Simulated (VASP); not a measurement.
# Tl (P6_3/mmc) in VASP: a series of runs

The runs below take Tl through single point, relaxation of volume and atoms at fixed shape, with PBEsol.

Everything below comes from runs of VASP 6.6.1. Logs are shortened: lines on timing, memory, paths and dates and some standing lists are left out, and cuts for length are marked.

## (1) The cell of the first run

The structure is hexagonal, space group P6_3/mmc (No. 194). Conventional cell: a = 3.457 Å, b = 3.457 Å, c = 5.527 Å, α = 90.00°, β = 90.00°, γ = 120.00°. Tl (site symmetry -6m2) has 12 Tl at 3.41 to 3.46 Å within 4.5 Å.

## (2) Single point, PBEsol

Contents of INCAR:

```
SYSTEM = Tl
PREC = Accurate
ENCUT = 520
EDIFF = 1E-6
ISMEAR = -1
SIGMA = 0.1
LREAL = .False.
LASPH = .True.
NELM = 60
ALGO = Normal
ISIF = 2
LWAVE = .False.
LCHARG = .False.
GGA = PS
NBANDS = 20
```

Contents of KPOINTS:

```
regular mesh
0
Gamma
  14 14 8
  0 0 0
```

Contents of POSCAR:

```
Tl
1.0
    3.4574773121      0.0000000000      0.0000000000
   -1.7287386560      2.9942631853      0.0000000000
    0.0000000000      0.0000000000      5.5273617288
Tl
2
Direct
    0.3333333333      0.6666666667      0.2500000000
    0.6666666667      0.3333333333      0.7500000000
```

Potentials or basis: VASP PAW PBE potentials, release 64 (Tl_d).

Started as:

```console
cat potpaw_PBE.64/Tl_d/POTCAR > POTCAR
mpirun -np 1 vasp_std > vasp.out
```

OUTCAR:

```text
SYSTEM = Tl
   PREC = Accurate
   ENCUT = 520
   EDIFF = 1E-6
   ISMEAR = -1
   LREAL = .False.
   LASPH = .True.
   NELM = 60
   ISIF = 2
   GGA = PS

 ion  position               nearest neighbor table
   1  0.333  0.667  0.250-   2 3.41   2 3.41   2 3.41   2 3.41   2 3.41   2 3.41
   2  0.667  0.333  0.750-   1 3.41   1 3.41   1 3.41   1 3.41   1 3.41   1 3.41

  LATTYP: Found a hexagonal cell.
 ALAT       =     3.4574773121
 C/A-ratio  =     1.5986689803

  Lattice vectors:

 A1 = (   3.4574773121,   0.0000000000,   0.0000000000)
 A2 = (  -1.7287386560,   2.9942631853,   0.0000000000)
 A3 = (   0.0000000000,   0.0000000000,   5.5273617288)

Analysis of symmetry for initial positions (statically):
=====================================================================
 Subroutine PRICEL returns:
 Original cell was already a primitive cell.

 Routine SETGRP: Setting up the symmetry group for a
 hexagonal supercell.

 Subroutine GETGRP returns: Found 24 space group operations
 (whereof 12 operations were pure point group operations)
 out of a pool of 24 trial point group operations.

The static configuration has the point symmetry D_3d.
 The point group associated with its full space group is D_6h.

Analysis of symmetry for dynamics (positions and initial velocities):
=====================================================================
 Subroutine PRICEL returns:
 Original cell was already a primitive cell.

 Routine SETGRP: Setting up the symmetry group for a
 hexagonal supercell.

 Subroutine GETGRP returns: Found 24 space group operations
 (whereof 12 operations were pure point group operations)
 out of a pool of 24 trial point group operations.

The dynamic configuration has the point symmetry D_3d.
 The point group associated with its full space group is D_6h.

 Subroutine INISYM returns: Found 24 space group operations
 (whereof 12 operations are pure point group operations),
 and found     1 'primitive' translations

----------------------------------------------------------------------------------------

                                     Primitive cell

  volume of cell :      57.2225

  direct lattice vectors                    reciprocal lattice vectors
     3.457477312  0.000000000  0.000000000     0.289228217  0.166985989  0.000000000
    -1.728738656  2.994263185  0.000000000     0.000000000  0.333971978  0.000000000
     0.000000000  0.000000000  5.527361729     0.000000000  0.000000000  0.180918139

  length of vectors
     3.457477312  3.457477312  5.527361729     0.333971978  0.333971978  0.180918139

  position of ions in fractional coordinates (direct lattice)
     0.333333333  0.666666667  0.250000000
     0.666666667  0.333333333  0.750000000

  ion indices of the primitive-cell ions
   primitive index   ion index
                 1           1
                 2           2

----------------------------------------------------------------------------------------

 KPOINTS: regular mesh

Automatic generation of k-mesh.
 Grid dimensions read from file:
 generate k-points for:   14   14    8

 Generating k-lattice:

  Cartesian coordinates                     Fractional coordinates (reciprocal lattice)
     0.020659158  0.011927571  0.000000000     0.071428571  0.000000000  0.000000000
     0.000000000  0.023855141  0.000000000     0.000000000  0.071428571  0.000000000
     0.000000000  0.000000000  0.022614767     0.000000000  0.000000000  0.125000000

  Length of vectors
     0.023855141  0.023855141  0.022614767

  Shift w.r.t. Gamma in fractional coordinates (k-lattice)
     0.000000000  0.000000000  0.000000000

 Subroutine IBZKPT returns following result:
 ===========================================

 Found    120 irreducible k-points:

 Following reciprocal coordinates:
            Coordinates               Weight
  0.000000  0.000000  0.000000      1.000000
  0.071429  0.000000  0.000000      6.000000
  0.142857  0.000000  0.000000      6.000000
  0.214286 -0.000000  0.000000      6.000000
  0.285714  0.000000  0.000000      6.000000
  0.357143  0.000000  0.000000      6.000000
[... 16 lines left out ...]
  0.285714  0.285714  0.000000      6.000000
  0.357143  0.285714  0.000000      6.000000
 [... further k-points ...]
   k-points           NKPTS =    120   k-points in BZ     NKDIM =    120   number of bands    NBANDS=     20
   number of dos      NEDOS =    301   number of ions     NIONS =      2
   total plane-waves  NPLWV =  32928
   dimension x,y,z NGX =    28 NGY =   28 NGZ =   42
   dimension x,y,z NGXF=    56 NGYF=   56 NGZF=   84
   ions per type =               2
   NGX,Y,Z   is equivalent  to a cutoff of  13.46, 13.46, 12.63 a.u.
   NGXF,Y,Z  is equivalent  to a cutoff of  26.93, 26.93, 25.26 a.u.
 SYSTEM =  Tl
   PREC   = accura    normal or accurate (medium, high low for compatibility)
   ISTART =      0    job   : 0-new  1-cont  2-samecut
   ICHARG =      2    charge: 1-file 2-atom 10-const
   ISPIN  =      1    spin polarized calculation?
   LNONCOLLINEAR =      F non collinear calculations
   LSORBIT =      F    spin-orbit coupling
   LASPH  =      T    aspherical Exc in radial PAW
   ENCUT  =  520.0 eV  38.22 Ry    6.18 a.u.   6.43  6.43 10.28*2*pi/ulx,y,z
   NELM   =     60;   NELMIN=  2; NELMDL= -5     # of ELM steps
   EDIFF  = 0.1E-05   stopping-criterion for ELM
   LREAL  =      F    real-space projection
   EDIFFG = 0.1E-04   stopping-criterion for IOM
   NSW    =      0    number of steps for IOM
   IBRION =     -1    ionic relax: 0-MD 1-quasi-New 2-CG
   NFREE  =      0    steps in history (QN), initial steepest desc. (CG)
   ISIF   =      2    stress and relaxation
   ISYM   =      2    0-nonsym 1-usesym 2-fastsym
   POTIM  = 0.5000    time-step for ionic-motion
   TEBEG  =    0.0;   TEEND  =   0.0 temperature during run
   PSTRESS=    0.0 pullay stress
   NELECT =      26.0000    total number of electrons
   NUPDOWN=      -1.0000    fix difference up-down
   EMIN   =  10.00;   EMAX   =-10.00  energy-range for DOS
   EFERMI =   0.00;   METHOD = LEGACY
   ISMEAR =    -1;   SIGMA  =   0.10  broadening in eV -4-tet -1-fermi 0-gaus
   EFERMI_NEDOS =   21; number of points for ismear=-14 and -15
   IALGO  =     38    algorithm
   IMIX   =      4    mixing-type and parameters
     AMIX     =   0.40;   BMIX     =  1.00
     AMIX_MAG =   1.60;   BMIX_MAG =  1.00
  volume/ion in A,a.u.               =      28.61       193.08
  Fermi-wavevector in a.u.,A,eV,Ry     =   1.258569  2.378350 21.551558  1.583995
  Thomas-Fermi vector in A             =   2.392172
   LORBIT       =      0    0 simple, 1 ext, 2 COOP (PROOUT), +10 PAW based schemes
   GGA     = PS    functional components
   LHFCALC =     F    Hartree Fock is set to
   AEXX    =    0.0000 exact exchange contribution
   IVDW    =     0    specifies the selected vdW correction
   LEPSILON=     F    determine dielectric tensor
   LRPA    =     F    only Hartree local field effects (RPA)
 non-spin polarized calculation
  energy-cutoff  :      520.00
  volume of cell :       57.22
 maximum number of plane-waves:      1570
 NGX is ok and might be reduce to    28
   NGX = 13   NGY = 13   NGZ = 21

 number of electron      26.0000004 magnetization

 Free energy of the ion-electron system (eV)
  ---------------------------------------------------
  ext. energy  EPLUGINS =         0.00000000
  ---------------------------------------------------
  free energy    TOTEN  =        -5.27163525 eV

  energy without entropy =       -5.23951964  energy(sigma->0) =       -5.25557745

 E-fermi :   6.4016     XC(G=0): -10.3640

 val. band max:        6.3983437043   @ k =   0.2857   0.2857   0.1250
 cond. band min:       6.4036142326   @ k =   0.4286  -0.0000   0.2500
 fundamental gap:      0.0052705283
 Fermi energy:         6.4015564578

 k-point     1 :       0.0000    0.0000    0.0000
  band No.  band energies     occupation
      1      -5.3679      2.00000
      2      -5.1334      2.00000
      3      -5.1129      2.00000
      4      -5.1129      2.00000
      5      -5.0589      2.00000
      6      -5.0589      2.00000
[... 12 lines left out ...]
     19      17.1763      0.00000
     20      17.2810      0.00000

 k-point     2 :       0.0714    0.0000    0.0000
  band No.  band energies     occupation
      1      -5.3498      2.00000
      2      -5.1580      2.00000
      3      -5.0908      2.00000
      4      -5.0839      2.00000
      5      -5.0604      2.00000
      6      -5.0383      2.00000
[... 12 lines left out ...]
     19      17.3101      0.00000
     20      17.7185      0.00000

 k-point     3 :       0.1429    0.0000    0.0000
  band No.  band energies     occupation
      1      -5.3198      2.00000
      2      -5.1778      2.00000
      3      -5.0756      2.00000
      4      -5.0470      2.00000
      5      -5.0332      2.00000
      6      -5.0285      2.00000
[... 12 lines left out ...]
     19      16.8357      0.00000
     20      18.3415      0.00000

 k-point     4 :       0.2143   -0.0000    0.0000
  band No.  band energies     occupation
      1      -5.3374      2.00000
      2      -5.1641      2.00000
      3      -5.1095      2.00000
      4      -5.0771      2.00000
      5      -5.0695      2.00000
      6      -4.9513      2.00000
[... 12 lines left out ...]
     19      16.3704      0.00000
     20      17.7104      0.00000

 k-point     5 :       0.2857    0.0000    0.0000
  band No.  band energies     occupation
      1      -5.3881      2.00000
      2      -5.1870      2.00000
      3      -5.1827      2.00000
      4      -5.1069      2.00000
      5      -5.0297      2.00000
      6      -4.8624      2.00000
[... 12 lines left out ...]
     19      15.6982      0.00000
     20      17.0377      0.00000
[... 353 lines left out ...]
      6      -4.9285      2.00000
[... 12 lines left out ...]
     19      13.9150      0.00000
     20      18.8678      0.00000

 k-point    22 :       0.3571    0.2143    0.0000
  band No.  band energies     occupation
      1      -5.3676      2.00000
      2      -5.2870      2.00000
      3      -5.1362      2.00000
      4      -5.1135      2.00000
      5      -4.9839      2.00000
      6      -4.9094      2.00000
[... 12 lines left out ...]
     19      13.6583      0.00000
     20      18.7554      0.00000

 k-point    23 :       0.2857    0.2857    0.0000
  band No.  band energies     occupation
      1      -5.3725      2.00000
      2      -5.1805      2.00000
      3      -5.1761      2.00000
      4      -5.0982      2.00000
      5      -4.9968      2.00000
      6      -4.9244      2.00000
[... 12 lines left out ...]
     19      13.2319      0.00000
     20      20.8481      0.00000

 k-point    24 :       0.3571    0.2857    0.0000
  band No.  band energies     occupation
      1      -5.3849      2.00000
      2      -5.1802      2.00000
      3      -5.1197      2.00000
      4      -5.0766      2.00000
      5      -5.0245      2.00000
      6      -4.9725      2.00000
[... 12 lines left out ...]
     19      13.0104      0.00000
     20      20.7567      0.00000

 [... further k-points ...]
[... 5 lines left out ...]
  --------------------------------------------------------------------------------------
  -------------------------------------------------------------------------------------
  Total       -0.0230351     -0.0230351     -0.0243727     -0.0000000      0.0000000      0.0000000
  in kB       -0.6449612     -0.6449612     -0.6824136     -0.0000000      0.0000000      0.0000000
  external PRESSURE =      -0.6574453 kB  Pullay stress =       0.0000000 kB

 VOLUME and BASIS-vectors are now :
 -----------------------------------------------------------------------------
  energy-cutoff  :      520.00
  volume of cell :       57.22
      direct lattice vectors                 reciprocal lattice vectors
     3.457477312  0.000000000  0.000000000     0.289228217  0.166985989  0.000000000
    -1.728738656  2.994263185  0.000000000     0.000000000  0.333971978  0.000000000
     0.000000000  0.000000000  5.527361729     0.000000000  0.000000000  0.180918139

 POSITION                                       TOTAL-FORCE (eV/Angst)
 -----------------------------------------------------------------------------------
     -0.00000      1.99618      1.38184         0.000000      0.000000      0.000000
      1.72874      0.99809      4.14552        -0.000000     -0.000000      0.000000
 -----------------------------------------------------------------------------------
    total drift:                               -0.000000      0.000000      0.000000

  FREE ENERGIE OF THE ION-ELECTRON SYSTEM (eV)
  ---------------------------------------------------
  free  energy   TOTEN  =        -5.2716352543 eV

  energy  without entropy=       -5.2395196367  energy(sigma->0) =       -5.25557745
```

It took 85 s on 1 thread of Intel Xeon Platinum 8488C (Sapphire Rapids), shared host; peak memory 0.24 GiB.

Results:

| Quantity | Value |
| --- | --- |
| Free energy | -5.2716 eV |
| Pressure | -0.1 GPa |
| Band gap on the k mesh | zero (band 13 reaches 9.86 eV, above the bottom of band 14 at 4.08 eV) |

Caveat: the PAW data sets were made with another functional, which shifts forces and pressure a little; spin-orbit coupling is left out, which moves the levels of the heavy elements.

## (3) Relaxation of volume and atoms at fixed shape, PBEsol

Contents of INCAR:

```
SYSTEM = Tl
PREC = Accurate ; ENCUT = 600
EDIFF = 1E-6 ; ISMEAR = -1
SIGMA = 0.1 ; LREAL = .FALSE.
LASPH = .TRUE. ; NELM = 100
ALGO = Normal ; ISIF = 8
LWAVE = .FALSE. ; LCHARG = .FALSE.
GGA = PS ; IBRION = 2
NSW = 60 ; EDIFFG = -0.02
```

Contents of KPOINTS:

```
Automatic mesh
0
G
  14 14 8
  0 0 0
```

Contents of POSCAR:

```
Tl
1.0
    3.4560000000      0.0000000000      0.0000000000
   -1.7280000000      2.9929838000      0.0000000000
    0.0000000000      0.0000000000      5.5250000000
Tl
2
Direct
    0.3333333333      0.6666666667      0.2500000000
    0.6666666667      0.3333333333      0.7500000000
```

Potentials or basis: VASP PAW PBE potentials, release 64 (Tl_d).

Started as:

```console
cat potpaw_PBE.64/Tl_d/POTCAR > POTCAR
mpirun -np 1 vasp_std > vasp.out
```

OUTCAR:

```text
SYSTEM = Tl
   PREC = Accurate
   ENCUT = 600
   EDIFF = 1E-6
   ISMEAR = -1
   LREAL = .FALSE.
   LASPH = .TRUE.
   NELM = 100
   ISIF = 8
   GGA = PS
   IBRION = 2
   NSW = 60
   EDIFFG = -0.02

 ion  position               nearest neighbor table
   1  0.333  0.667  0.250-   2 3.41   2 3.41   2 3.41   2 3.41   2 3.41   2 3.41
   2  0.667  0.333  0.750-   1 3.41   1 3.41   1 3.41   1 3.41   1 3.41   1 3.41

  LATTYP: Found a hexagonal cell.
 ALAT       =     3.4560000000
 C/A-ratio  =     1.5986689815

  Lattice vectors:

[... 653 lines left out ...]
      4      -5.0651      2.00000
      5      -5.0128      2.00000
      6      -4.9607      2.00000
[... 9 lines left out ...]
     16       9.0497      0.00000
     17       9.6077      0.00000

 [... further k-points ...]
[... 5 lines left out ...]
  --------------------------------------------------------------------------------------
  -------------------------------------------------------------------------------------
  Total        0.0176618      0.0176618      0.0168697      0.0000000     -0.0000000      0.0000000
  in kB        0.4951495      0.4951495      0.4729415      0.0000000     -0.0000000      0.0000000
  external PRESSURE =       0.4877469 kB  Pullay stress =       0.0000000 kB

 VOLUME and BASIS-vectors are now :
 -----------------------------------------------------------------------------
  energy-cutoff  :      600.00
  volume of cell :       57.15
      direct lattice vectors                 reciprocal lattice vectors
     3.456000000  0.000000000  0.000000000     0.289351852  0.167057369  0.000000000
    -1.728000000  2.992983800  0.000000000     0.000000000  0.334114739  0.000000000
     0.000000000  0.000000000  5.525000000     0.000000000  0.000000000  0.180995475

 POSITION                                       TOTAL-FORCE (eV/Angst)
 -----------------------------------------------------------------------------------
     -0.00000      1.99532      1.38125        -0.000000     -0.000000      0.000000
      1.72800      0.99766      4.14375         0.000000      0.000000      0.000000
 -----------------------------------------------------------------------------------
    total drift:                                0.000000     -0.000000      0.000000

  FREE ENERGIE OF THE ION-ELECTRON SYSTEM (eV)
  ---------------------------------------------------
  free  energy   TOTEN  =        -5.2717089275 eV

  energy  without entropy=       -5.2396359395  energy(sigma->0) =       -5.25567243

 reached required accuracy - stopping structural energy minimisation
```

OSZICAR:

```text
N       E                     dE             d eps       ncg     rms          rms(c)
DAV:   1     0.138065249728E+03    0.13807E+03   -0.15585E+04  4080   0.161E+03
DAV:   2    -0.297348696338E+01   -0.14104E+03   -0.13943E+03  4322   0.318E+02
DAV:   3    -0.533272769940E+01   -0.23592E+01   -0.23436E+01  4981   0.362E+01
DAV:   4    -0.534708856417E+01   -0.14361E-01   -0.14334E-01  4502   0.265E+00
DAV:   5    -0.534724292854E+01   -0.15436E-03   -0.15436E-03  4715   0.297E-01    0.305E+00
DAV:   6    -0.528352015639E+01    0.63723E-01   -0.12537E-01  4296   0.302E+00    0.214E+00
DAV:   7    -0.527255006204E+01    0.10970E-01   -0.46713E-02  4270   0.183E+00    0.840E-01
DAV:   8    -0.527170483971E+01    0.84522E-03   -0.26802E-03  4300   0.445E-01    0.479E-02
DAV:   9    -0.527170636454E+01   -0.15248E-05   -0.13656E-05  5052   0.358E-02    0.100E-02
DAV:  10    -0.527170886236E+01   -0.24978E-05   -0.27703E-06  3350   0.168E-02    0.111E-03
DAV:  11    -0.527170892751E+01   -0.65148E-07   -0.30956E-07  2212   0.517E-03
   1 F= -.52717089E+01 E0= -.52556724E+01  d E =-.527171E+01
```

CONTCAR:

```text
Tl
   1.00000000000000
     3.4560000000000000    0.0000000000000000    0.0000000000000000
    -1.7280000000000000    2.9929838000000002    0.0000000000000000
     0.0000000000000000    0.0000000000000000    5.5250000000000004
  Tl
     2
Direct
     0.3333333332999970    0.6666666667000030    0.2500000000000000
     0.6666666667000030    0.3333333332999970    0.7500000000000000

  0.00000000E+00  0.00000000E+00  0.00000000E+00
  0.00000000E+00  0.00000000E+00  0.00000000E+00
```

It took 78 s on 1 thread of Intel Xeon Platinum 8488C (Sapphire Rapids), shared host; peak memory 0.26 GiB.

Results:

```
Free energy             : -5.2717 eV
Pressure after relaxing : 0.0 GPa
Band gap on the k mesh  : zero (band 13 reaches 9.88 eV, above the bottom of band 14 at 4.09 eV)
```

Final structure:
```cif
data_structure
_symmetry_space_group_name_H-M 'P 1'
_symmetry_Int_Tables_number 1
_cell_length_a 3.4560
_cell_length_b 3.4560
_cell_length_c 5.5250
_cell_angle_alpha 90.000
_cell_angle_beta 90.000
_cell_angle_gamma 120.000
_cell_volume 57.15
loop_
_atom_site_label
_atom_site_type_symbol
_atom_site_fract_x
_atom_site_fract_y
_atom_site_fract_z
_atom_site_occupancy
Tl1 Tl 0.33333 0.66667 0.25000 1
Tl2 Tl 0.66667 0.33333 0.75000 1
```

Levels at points of the mesh, in eV from the Fermi level:
```csv
k point,band 9,band 10,band 11,band 12,band 13,band 14,band 15,band 16,band 17
"(0.00, 0.00, 0.00)",-11.06,-11.06,-10.10,-5.14,-2.90,7.95,7.95,10.03,10.05
"(0.50, 0.00, 0.00)",-11.01,-11.01,-5.82,-4.73,-0.74,0.47,1.30,3.76,3.84
"(0.00, 0.00, 0.50)",-11.17,-11.17,-8.66,-8.66,3.31,3.31,8.93,8.93,8.93
"(0.50, 0.00, 0.50)",-11.02,-11.02,-4.75,-4.75,-2.33,-2.33,5.52,5.52,6.11
```

Caveat: the relaxation stopped at its first step, so nothing moved; the PAW data sets were made with another functional, which shifts forces and pressure a little; spin-orbit coupling is left out, which moves the levels of the heavy elements.
